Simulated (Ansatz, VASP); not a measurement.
MgO: VASP beside Ansatz

```
CELL_PARAMETERS angstrom
4.21494 0.00000 0.00000
0.00000 -4.21494 0.00000
0.00000 0.00000 -4.21494
ATOMIC_POSITIONS crystal
Mg 0.92887 0.07113 0.12574
Mg 0.50000 0.50000 0.00000
Mg 0.50000 0.00000 0.50000
Mg 0.00000 0.50000 0.50000
O 0.50000 0.00000 0.00000
O 0.00000 0.50000 0.00000
O 0.00000 0.00000 0.50000
O 0.50000 0.50000 0.50000
```

Alike in both runs: task single point; functional PBEsol; k mesh 6 × 6 × 6; occupations gaussian, width 0.05 eV; no spin polarisation.

|  | VASP | Ansatz |
| --- | --- | --- |
| version | VASP 6.6.1 | Ansatz 0.2.0 |
| potentials or method | VASP PAW PBE potentials, release 64 (Mg_sv, O), cutoff 750 eV | scalar-relativistic, plane waves, PAW |
| valence electrons in the cell | 64 | 64 |

```csv
,VASP,Ansatz,Ansatz less VASP
gap on the k mesh at the Fermi level (eV),4.45,4.44,-0.005
least direct gap on the mesh (eV),4.45,4.44,-0.005
pressure (GPa),12.9,13.2,+0.31
"traceless stress, the component that is largest in VASP (GPa)",12.23,11.99,-0.236
rms of the force components (eV/Å),2.483,2.441,-0.0428
```

VASP's potentials were made for PBE, not for PBEsol, and Ansatz warns of the same on its side. Atom by atom the forces differ by 0.046 eV/Å (rms over components).
